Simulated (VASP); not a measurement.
# Al (Cmcm) in VASP: a series of runs

Runs on Al. Level: PBEsol+D3(BJ). Tasks: single point.

Program: VASP 6.6.1. These are calculated values, not measurements. Logs are shortened: lines on timing, memory, paths and dates and some standing lists are left out, and cuts for length are marked.

### 1 The cell of the first run

The structure is orthorhombic, space group Cmcm (No. 63). The conventional cell has a = 2.812 Å, b = 4.871 Å, c = 4.867 Å, α = 90.00°, β = 90.00°, γ = 90.00°. Within 3.5 Å of Al (site symmetry m2m) lie 12 Al at 2.64 to 3.15 Å.

### 2 Single point, PBEsol+D3(BJ) (atom 1 (Al) moved by (+0.000, -0.600) A along x and y)

File INCAR:

```
ALGO = Fast ; EDIFF = 1E-7
ENCUT = 520 ; GGA = PS
ISIF = 2 ; ISMEAR = 0
IVDW = 12 ; LASPH = True
LCHARG = False ; LREAL = False
LWAVE = False ; NBANDS = 10
NELM = 60 ; PREC = Accurate
SIGMA = 0.15
```

File KPOINTS:

```
k-points
0
Gamma
  18 18 10
```

File POSCAR:

```
Al
1.0
    2.8124553515      0.0000000000      0.0000000000
   -1.4062276757      2.4356577814      0.0000000000
    0.0000000000      0.0000000000      4.8668500000
Al
2
Direct
    0.5434966539      0.0869933078      0.7500000000
    0.3333333333      0.6666666667      0.2500000000
```

Potentials or basis: VASP PAW PBE potentials, release 64 (Al).

Started as:

```
> cat potpaw_PBE.64/Al/POTCAR > POTCAR
> mpirun -np 1 vasp_std > vasp.out
```

OUTCAR:

```text
EDIFF = 1E-7
   ENCUT = 520
   GGA = PS
   ISIF = 2
   ISMEAR = 0
   IVDW = 12
   LASPH = True
   LREAL = False
   NELM = 60
   PREC = Accurate
 IVDW          = 12

 ion  position               nearest neighbor table
   1  0.543  0.087  0.750-   2 2.64   2 2.64   2 3.15   2 3.15   2 3.15   2 3.15
   2  0.333  0.667  0.250-   1 2.64   1 2.64   1 3.15   1 3.15   1 3.15   1 3.15

  LATTYP: Found a hexagonal cell.
 ALAT       =     2.8124553515
 C/A-ratio  =     1.7304630267

  Lattice vectors:

 A1 = (   2.8124553515,   0.0000000000,   0.0000000000)
 A2 = (  -1.4062276757,   2.4356577814,   0.0000000000)
 A3 = (   0.0000000000,   0.0000000000,   4.8668500000)

Analysis of symmetry for initial positions (statically):
=====================================================================
 Subroutine PRICEL returns:
 Original cell was already a primitive cell.

 Routine SETGRP: Setting up the symmetry group for a
 hexagonal supercell.

 Subroutine GETGRP returns: Found  8 space group operations
 (whereof  2 operations were pure point group operations)
 out of a pool of 24 trial point group operations.

The static configuration has the point symmetry C_1h.
 The point group associated with its full space group is D_2h.

Analysis of symmetry for dynamics (positions and initial velocities):
=====================================================================
 Subroutine PRICEL returns:
 Original cell was already a primitive cell.

 Routine SETGRP: Setting up the symmetry group for a
 hexagonal supercell.

 Subroutine GETGRP returns: Found  8 space group operations
 (whereof  2 operations were pure point group operations)
 out of a pool of 24 trial point group operations.

The dynamic configuration has the point symmetry C_1h.
 The point group associated with its full space group is D_2h.

 Subroutine INISYM returns: Found  8 space group operations
 (whereof  2 operations are pure point group operations),
 and found     1 'primitive' translations

----------------------------------------------------------------------------------------

                                     Primitive cell

  volume of cell :      33.3388

  direct lattice vectors                    reciprocal lattice vectors
     2.812455352  0.000000000  0.000000000     0.355561200  0.205283355  0.000000000
    -1.406227676  2.435657781  0.000000000     0.000000000  0.410566709  0.000000000
     0.000000000  0.000000000  4.866850000     0.000000000  0.000000000  0.205471712

  length of vectors
     2.812455352  2.812455351  4.866850000     0.410566709  0.410566709  0.205471712

  position of ions in fractional coordinates (direct lattice)
     0.543496654  0.086993308  0.750000000
     0.333333333  0.666666667  0.250000000

  ion indices of the primitive-cell ions
   primitive index   ion index
                 1           1
                 2           2

----------------------------------------------------------------------------------------

 KPOINTS: k-points

Automatic generation of k-mesh.
 Grid dimensions read from file:
 generate k-points for:   18   18   10

 Generating k-lattice:

  Cartesian coordinates                     Fractional coordinates (reciprocal lattice)
     0.019753400  0.011404631  0.000000000     0.055555556  0.000000000  0.000000000
     0.000000000  0.022809262  0.000000000     0.000000000  0.055555556  0.000000000
     0.000000000  0.000000000  0.020547171     0.000000000  0.000000000  0.100000000

  Length of vectors
     0.022809262  0.022809262  0.020547171

  Shift w.r.t. Gamma in fractional coordinates (k-lattice)
     0.000000000  0.000000000  0.000000000

 Subroutine IBZKPT returns following result:
 ===========================================

 Found    546 irreducible k-points:

 Following reciprocal coordinates:
            Coordinates               Weight
  0.000000  0.000000  0.000000      1.000000
  0.055556  0.000000  0.000000      4.000000
  0.000000  0.055556  0.000000      2.000000
  0.111111  0.000000  0.000000      4.000000
  0.000000  0.111111  0.000000      2.000000
  0.166667  0.000000  0.000000      4.000000
[... 16 lines left out ...]
 -0.055556  0.166667  0.000000      4.000000
 -0.166667  0.111111  0.000000      4.000000
 [... further k-points ...]
   k-points           NKPTS =    546   k-points in BZ     NKDIM =    546   number of bands    NBANDS=     10
   number of dos      NEDOS =    301   number of ions     NIONS =      2
   total plane-waves  NPLWV =  20736
   dimension x,y,z NGX =    24 NGY =   24 NGZ =   36
   dimension x,y,z NGXF=    48 NGYF=   48 NGZF=   72
   ions per type =               2
   NGX,Y,Z   is equivalent  to a cutoff of  14.19, 14.19, 12.30 a.u.
   NGXF,Y,Z  is equivalent  to a cutoff of  28.37, 28.37, 24.59 a.u.
 SYSTEM =  unknown system
   PREC   = accura    normal or accurate (medium, high low for compatibility)
   ISTART =      0    job   : 0-new  1-cont  2-samecut
   ICHARG =      2    charge: 1-file 2-atom 10-const
   ISPIN  =      1    spin polarized calculation?
   LNONCOLLINEAR =      F non collinear calculations
   LSORBIT =      F    spin-orbit coupling
   LASPH  =      T    aspherical Exc in radial PAW
   ENCUT  =  520.0 eV  38.22 Ry    6.18 a.u.   5.23  5.23  9.05*2*pi/ulx,y,z
   NELM   =     60;   NELMIN=  2; NELMDL= -5     # of ELM steps
   EDIFF  = 0.1E-06   stopping-criterion for ELM
   LREAL  =      F    real-space projection
   EDIFFG = 0.1E-05   stopping-criterion for IOM
   NSW    =      0    number of steps for IOM
   IBRION =     -1    ionic relax: 0-MD 1-quasi-New 2-CG
   NFREE  =      0    steps in history (QN), initial steepest desc. (CG)
   ISIF   =      2    stress and relaxation
   ISYM   =      2    0-nonsym 1-usesym 2-fastsym
   POTIM  = 0.5000    time-step for ionic-motion
   TEBEG  =    0.0;   TEEND  =   0.0 temperature during run
   PSTRESS=    0.0 pullay stress
   NELECT =       6.0000    total number of electrons
   NUPDOWN=      -1.0000    fix difference up-down
   EMIN   =  10.00;   EMAX   =-10.00  energy-range for DOS
   EFERMI =   0.00;   METHOD = LEGACY
   ISMEAR =     0;   SIGMA  =   0.15  broadening in eV -4-tet -1-fermi 0-gaus
   EFERMI_NEDOS =   21; number of points for ismear=-14 and -15
   IALGO  =     68    algorithm
   IMIX   =      4    mixing-type and parameters
     AMIX     =   0.40;   BMIX     =  1.00
     AMIX_MAG =   1.60;   BMIX_MAG =  1.00
  volume/ion in A,a.u.               =      16.67       112.49
  Fermi-wavevector in a.u.,A,eV,Ry     =   0.924291  1.746656 11.623640  0.854313
  Thomas-Fermi vector in A             =   2.050021
   LORBIT       =      0    0 simple, 1 ext, 2 COOP (PROOUT), +10 PAW based schemes
   GGA     = PS    functional components
   LHFCALC =     F    Hartree Fock is set to
   AEXX    =    0.0000 exact exchange contribution
   IVDW    =    12    specifies the selected vdW correction
   LEPSILON=     F    determine dielectric tensor
   LRPA    =     F    only Hartree local field effects (RPA)
 non-spin polarized calculation
 RMM-DIIS sequential band-by-band and
 Gauss-broadening in eV      SIGMA  =   0.15
  energy-cutoff  :      520.00
  volume of cell :       33.34
 maximum number of plane-waves:       920
 NGX is ok and might be reduce to    24
   NGX = 11   NGY = 11   NGZ = 19

 number of electron       6.0000000 magnetization

 Free energy of the ion-electron system (eV)
  ---------------------------------------------------
  ext. energy  EPLUGINS =         0.00000000
  ---------------------------------------------------
  free energy    TOTEN  =        -7.93058122 eV

  energy without entropy =       -7.92130140  energy(sigma->0) =       -7.92594131

 E-fermi :   7.7516     XC(G=0): -10.2117

 val. band max:        7.7460503047   @ k =   0.0000   0.5000   0.1000
 cond. band min:       7.7516567214   @ k =  -0.3889   0.2778   0.2000
 fundamental gap:      0.0056064167
 Fermi energy:         7.7516270324

 k-point     1 :       0.0000    0.0000    0.0000
  band No.  band energies     occupation
      1      -3.2321      2.00000
      2       2.7795      2.00000
      3       2.9651      2.00000
      4      17.8264      0.00000
      5      19.3324      0.00000
      6      19.4116      0.00000
      7      19.8563      0.00000
      8      20.2542      0.00000
      9      20.3928      0.00000
     10      21.1776      0.00000

 k-point     2 :       0.0556    0.0000    0.0000
  band No.  band energies     occupation
      1      -3.1552      2.00000
      2       2.8552      2.00000
      3       3.0364      2.00000
      4      17.0210      0.00000
      5      18.2806      0.00000
      6      19.0974      0.00000
      7      19.7135      0.00000
      8      20.3013      0.00000
      9      21.0318      0.00000
     10      22.1474      0.00000

 k-point     3 :       0.0000    0.0556    0.0000
  band No.  band energies     occupation
      1      -3.1551      2.00000
      2       2.8549      2.00000
      3       3.0366      2.00000
      4      17.2992      0.00000
      5      18.2613      0.00000
      6      18.3410      0.00000
      7      20.2878      0.00000
      8      20.6017      0.00000
      9      21.1405      0.00000
     10      21.4552      0.00000

 k-point     4 :       0.1111    0.0000    0.0000
  band No.  band energies     occupation
      1      -2.9247      2.00000
      2       3.0815      2.00000
      3       3.2504      2.00000
      4      15.1910      0.00000
      5      17.2944      0.00000
      6      18.1211      0.00000
      7      19.8596      0.00000
      8      20.3625      0.00000
      9      20.5492      0.00000
     10      21.2471      0.00000

 k-point     5 :       0.0000    0.1111    0.0000
  band No.  band energies     occupation
      1      -2.9245      2.00000
      2       3.0805      2.00000
      3       3.2512      2.00000
      4      15.4234      0.00000
      5      17.2814      0.00000
      6      17.6299      0.00000
      7      20.0347      0.00000
      8      20.1992      0.00000
      9      21.2460      0.00000
     10      21.2690      0.00000

 k-point     6 :       0.1667    0.0000    0.0000
  band No.  band energies     occupation
      1      -2.5414      2.00000
      2       3.4564      2.00000
      3       3.6068      2.00000
      4      13.1667      0.00000
      5      16.4868      0.00000
      6      17.1388      0.00000
      7      18.7077      0.00000
      8      19.0179      0.00000
      9      20.3530      0.00000
     10      20.8511      0.00000
[... 183 lines left out ...]
 k-point    21 :      -0.1111    0.0556    0.0000
  band No.  band energies     occupation
      1      -3.0015      2.00000
      2       3.0064      2.00000
      3       3.1789      2.00000
      4      15.9490      0.00000
      5      16.6882      0.00000
      6      19.7250      0.00000
      7      19.8169      0.00000
      8      20.2669      0.00000
      9      20.3999      0.00000
     10      22.0167      0.00000

 k-point    22 :       0.1111    0.0556    0.0000
  band No.  band energies     occupation
      1      -2.6945      2.00000
      2       3.3060      2.00000
      3       3.4649      2.00000
      4      14.2383      0.00000
      5      15.6321      0.00000
      6      18.7056      0.00000
      7      19.4228      0.00000
      8      19.6839      0.00000
      9      19.8253      0.00000
     10      20.8775      0.00000

 k-point    23 :      -0.0556    0.1667    0.0000
  band No.  band energies     occupation
      1      -2.6943      2.00000
      2       3.3051      2.00000
      3       3.4656      2.00000
      4      14.4178      0.00000
      5      15.4424      0.00000
      6      18.5653      0.00000
      7      19.2214      0.00000
      8      19.5557      0.00000
      9      20.6064      0.00000
     10      21.0020      0.00000

 k-point    24 :      -0.1667    0.1111    0.0000
  band No.  band energies     occupation
      1      -2.6947      2.00000
      2       3.3073      2.00000
      3       3.4639      2.00000
      4      14.1980      0.00000
      5      15.4750      0.00000
      6      18.9107      0.00000
      7      19.4228      0.00000
      8      20.0885      0.00000
      9      20.2902      0.00000
     10      20.6873      0.00000

 [... further k-points ...]

------------------------ aborting loop because EDIFF is reached ----------------------------------------

 Edisp (eV)   -0.62796

 E8    (eV) :    -0.4228

  FORCE on cell =-STRESS in cart. coord.  units (eV):
  Direction    XX          YY          ZZ          XY          YZ          ZX
  --------------------------------------------------------------------------------------
  -------------------------------------------------------------------------------------
  Total      -0.65649    -0.59083     0.42734    -0.00000     0.00000     0.00000
  in kB     -31.54915   -28.39366    20.53685    -0.00000     0.00000     0.00000
  external pressure =      -13.14 kB  Pullay stress =        0.00 kB

 VOLUME and BASIS-vectors are now :
 -----------------------------------------------------------------------------
  energy-cutoff  :      520.00
  volume of cell :       33.34
      direct lattice vectors                 reciprocal lattice vectors
     2.812455352  0.000000000  0.000000000     0.355561200  0.205283355  0.000000000
    -1.406227676  2.435657781  0.000000000     0.000000000  0.410566709  0.000000000
     0.000000000  0.000000000  4.866850000     0.000000000  0.000000000  0.205471712

 POSITION                                       TOTAL-FORCE (eV/Angst)
 -----------------------------------------------------------------------------------
      1.40623      0.21189      3.65014         0.000000      0.621837     -0.000000
     -0.00000      1.62377      1.21671        -0.000000     -0.621837      0.000000
 -----------------------------------------------------------------------------------
    total drift:                                0.000000      0.000001      0.000000

  FREE ENERGIE OF THE ION-ELECTRON SYSTEM (eV)
  ---------------------------------------------------
  free  energy   TOTEN  =        -8.5585403908 eV

  energy  without entropy=       -8.5492605787  energy(sigma->0) =       -8.55390048
```

It took 52 s on 1 thread of Intel Xeon Platinum 8559C (Emerald Rapids), shared host; peak memory 0.26 GiB.

Results:

```
Free energy                : -8.5585 eV
Pressure                   : -1.3 GPa
Largest force              : 0.622 eV/Å
Band gap on the k mesh     : zero (band 3 reaches 11.21 eV, above the bottom of band 4 at 4.62 eV)
Dispersion energy per atom : -0.314 eV
```

Forces on the atoms (eV/Å):
```
Al   0.000  0.622  0.000
Al   0.000 -0.622  0.000
```

Levels at points of the mesh, in eV from the Fermi level:
```
           k point  band 1  band 2  band 3  band 4  band 5  band 6  band 7  band 8
(0.00, 0.00, 0.00)  -10.98   -4.97   -4.79   10.07   11.58   11.66   12.10   12.50
(0.50, 0.00, 0.00)   -4.98   -4.80    0.32    0.43    1.65    1.86    6.46    7.39
(0.00, 0.50, 0.00)   -4.94   -4.86    0.66    0.86    1.33    1.39    6.34    7.29
(0.00, 0.00, 0.50)   -9.43   -9.43    2.38    2.38   12.54   12.54   12.78   12.78
(0.50, 0.00, 0.50)   -3.65   -3.65   -3.13   -3.13    6.92    6.92    7.87    7.87
(0.00, 0.50, 0.50)   -3.77   -3.77   -2.96   -2.96    6.83    6.83    7.67    7.67
```

Caveat: the cell differs from its parent crystal (atom 1 (Al) moved by (+0.000, -0.600) A along x and y); the PAW data sets were made with another functional, which shifts forces and pressure a little; pairwise dispersion overbinds metals, which lowers pressure and volume.

### 3 Single point, PBEsol+D3(BJ) (atom 1 (Al) moved by (+0.000, +0.600) A along x and y)

File INCAR:

```
SYSTEM = Al
  ALGO = Fast
  EDIFF = 1E-7
  ENCUT = 520
  GGA = PS
  ISIF = 2
  ISMEAR = 0
  IVDW = 12
  LASPH = .TRUE.
  LCHARG = .FALSE.
  LREAL = .FALSE.
  LWAVE = .FALSE.
  NBANDS = 10
  NELM = 60
  PREC = Accurate
  SIGMA = 0.15
```

File KPOINTS:

```
k-points
0
G
  18 18 10
  0 0 0
```

POSCAR, as its differences from that of step 2:

```diff
@@ -8,3 +8,3 @@
 Direct
-    0.5434966539      0.0869933078      0.7500000000
+    0.7898366794      0.5796733588      0.7500000000
     0.3333333333      0.6666666667      0.2500000000
```

Potentials or basis: VASP PAW PBE potentials, release 64 (Al).

Started as:

```
> cat potpaw_PBE.64/Al/POTCAR > POTCAR
> mpirun -np 1 vasp_std > vasp.out
```

It took 50 s on 1 thread of Intel Xeon Platinum 8559C (Emerald Rapids), shared host; peak memory 0.26 GiB.

It converged, with:

```yaml
Free_energy: -8.6739 eV
Pressure: -3.3 GPa
Largest_force: 0.098 eV/Å
Band_gap_on_the_k_mesh: zero (band 3 reaches 11.53 eV, above the bottom of band 4 at 4.49 eV)
Dispersion_energy_per_atom: -0.314 eV
```

Forces in eV/Å, atoms in the order of the input:
```
Al   0.000 -0.098  0.000
Al   0.000  0.098  0.000
```

Stress tensor (GPa, compression positive):
```
-3.45  0.00  0.00
 0.00 -3.32  0.00
 0.00  0.00 -3.11
```

Levels at points of the mesh, in eV from the Fermi level:
| k point | band 1 | band 2 | band 3 | band 4 | band 5 | band 6 | band 7 | band 8 |
| --- | --- | --- | --- | --- | --- | --- | --- | --- |
| (0.00, 0.00, 0.00) | -11.02 | -5.01 | -4.80 | 10.44 | 11.36 | 11.75 | 12.08 | 12.43 |
| (0.50, 0.00, 0.00) | -4.95 | -4.92 | 0.92 | 0.95 | 1.12 | 1.15 | 6.55 | 7.06 |
| (0.00, 0.50, 0.00) | -5.02 | -4.81 | 0.23 | 0.24 | 1.67 | 2.03 | 6.25 | 8.26 |
| (0.00, 0.00, 0.50) | -9.47 | -9.47 | 2.40 | 2.40 | 12.50 | 12.50 | 12.67 | 12.67 |
| (0.50, 0.00, 0.50) | -3.81 | -3.81 | -2.98 | -2.98 | 7.17 | 7.17 | 7.27 | 7.27 |
| (0.00, 0.50, 0.50) | -3.56 | -3.56 | -3.30 | -3.30 | 7.49 | 7.49 | 7.57 | 7.57 |

Caveat: the cell differs from its parent crystal (atom 1 (Al) moved by (+0.000, +0.600) A along x and y); the PAW data sets were made with another functional, which shifts forces and pressure a little; pairwise dispersion overbinds metals, which lowers pressure and volume.
